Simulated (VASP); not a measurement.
SnO:

```xyz
4
Lattice="1.7783 -5.0883 0.0000 1.7783 5.0883 0.0000 0.0000 0.0000 3.9276" Properties=species:S:1:pos:R:3 pbc="T T T"
Sn    1.7783    1.1514    2.9457
Sn    1.7783   -1.1514    0.9819
O     1.7783   -3.6280    0.9819
O     1.7783    3.6280    2.9457
```

```yaml
Program: VASP 6.6.1
Task: relaxation of cell and atoms
Functional: PBEsol
Potentials_or_basis: VASP PAW PBE potentials, release 64 (Sn_d, O)
Cutoff: 600 eV
k_mesh: 6 × 6 × 6
Occupations: fermi-dirac, width 0.03 eV
Spin: no spin polarisation
```

At the start: pressure -13.2 GPa; volume 17.77 Å³/atom.

How do energy, volume and symmetry change on relaxing?

Over 25 steps the energy falls by 406.1 meV/atom and the volume is 17.33 Å³/atom (-2.5 %); space group Cmcm (No. 63, to 0.1 Å) before and after.

The path:
```tsv
step	energy change (eV)	largest force (eV/Å)	pressure (GPa)	volume (Å³)
1	0.0000	2.1459	-13.19	71.08
2	-0.8465	1.0426	9.40	57.05
3	-0.8894	1.1794	3.63	59.13
4	-1.1121	0.8038	4.01	60.14
5	-1.1981	1.2101	6.07	61.21
6	-1.3406	0.6973	1.64	63.72
7	-1.4209	0.4697	-3.21	67.26
8	-1.4228	0.4866	-3.84	67.81
9	-1.4883	0.4270	-2.85	67.51
10	-1.5866	0.2677	-0.25	66.70
11	-1.4613	0.4688	5.56	64.51
12	-1.6037	0.1139	1.10	66.27
13	-1.6037	0.1152	1.29	66.19
14	-1.6115	0.2699	0.19	67.15
15	-1.6121	0.3157	-0.07	67.43
16	-1.6194	0.1317	0.34	67.89
17	-1.6208	0.1339	0.65	68.17
18	-1.6235	0.0735	-0.25	69.14
19	-1.6235	0.0699	-0.23	69.15
20	-1.6242	0.0108	0.09	69.17
21	-1.6242	0.0154	0.08	69.17
22	-1.6244	0.0123	-0.01	69.27
23	-1.6245	0.0202	-0.08	69.34
24	-1.6245	0.0173	0.03	69.30
25	-1.6245	0.0094	0.02	69.31
```

Final structure:
```
Sn O
1.0
     1.66510   -6.15917    0.00000
     1.66510    6.15917    0.00000
     0.00000    0.00000    3.37926
Sn O
2 2
Direct
  0.36069 0.63931 0.75000
  0.63931 0.36069 0.25000
  0.81268 0.18732 0.25000
  0.18732 0.81268 0.75000
```

Caveat: a cell axis changed by over 15 % at a fixed basis, so the end point is rough; the PAW data sets were made with another functional, which shifts forces and pressure a little.
